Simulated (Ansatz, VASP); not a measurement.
Ag in VASP and in Ansatz

INCAR

```
PREC     = Accurate       # precision mode
ENCUT    = 520            # plane-wave cutoff, eV
EDIFF    = 1E-6           # SCF threshold, eV
ISMEAR   = -1             # smearing method
SIGMA    = 0.1            # smearing width, eV
LREAL    = F              # projectors in reciprocal space
LASPH    = T              # aspherical terms in the spheres
NELM     = 100            # most SCF steps
ALGO     = Normal         # electronic algorithm
ISIF     = 2              # what is computed and relaxed
LWAVE    = F              # write WAVECAR
LCHARG   = T              # write CHGCAR
GGA      = PS             # functional
LELF     = T              # ELF
LVHAR    = T            
NBANDS   = 30             # bands
```

KPOINTS

```
regular mesh
0
Gamma
  17 17 5
```

POSCAR

```
Ag
1.0
    2.7354015695      0.0000000000      0.0000000000
   -1.3677007848      2.3689272488      0.0000000000
    0.0000000000      0.0000000000      9.0454183249
Ag
4
Direct
    0.3333333333      0.6666666667      0.2500000000
    0.6666666667      0.3333333333      0.7500000000
    0.0000000000      1.0000000000      1.0000000000
    0.0000000000      1.0000000000      0.5000000000
```

Input for Ansatz:

```yaml
crystal:
  lattice:
    - [2.7354015695, 0.0, 0.0]
    - [-1.3677007848, 2.3689272488, 0.0]
    - [0.0, 0.0, 9.0454183249]
  atoms:
    - { symbol: Ag, position: [0.3333333333, 0.6666666667, 0.25] }
    - { symbol: Ag, position: [0.6666666667, 0.3333333333, 0.75] }
    - { symbol: Ag, position: [0.0, 1.0, 1.0] }
    - { symbol: Ag, position: [0.0, 1.0, 0.5] }
hamiltonian:
  xc: pbesol
  pseudopotentials:
    kind: paw
    azcp:
      Ag: "pseudopotentials/Ag.paw.azcp"
basis:
  ecutwfc: 420
  fft_grid_basis: typed
kpoints:
  mp_grid: { grid: [17, 17, 5], shift: [0, 0, 0] }
magnetization:
  spin_polarized: false
scf:
  occupations: { method: fermi_dirac, width: 0.1 }
output:
  stress: true
  write_density: true
  write_potential: true
  elf: true
  volumetric_format: npy
```

Alike in both runs: task single point; functional PBEsol; k mesh 17 × 17 × 5; occupations fermi-dirac, width 0.1 eV; no spin polarisation.

|  | VASP | Ansatz |
| --- | --- | --- |
| version | VASP 6.6.1 | Ansatz 0.2.0 |
| potentials or method | VASP PAW PBE potentials, release 64 (Ag), cutoff 520 eV | plane waves (420 eV) with PAW, scalar-relativistic |
| valence electrons in the cell | 44 | 76 |

|  | VASP | Ansatz | Ansatz less VASP |
| --- | --- | --- | --- |
| pressure (GPa) | 21.5 | 21.9 | +0.47 |
| traceless stress, the component that is largest in VASP (GPa) | -0.82 | -0.83 | -0.010 |

VASP's potentials were made for PBE, not for PBEsol, and Ansatz warns of the same on its side. VASP's potentials hold 44 valence electrons a cell and Ansatz's 76, so a difference there can come from the potentials and not from the codes.
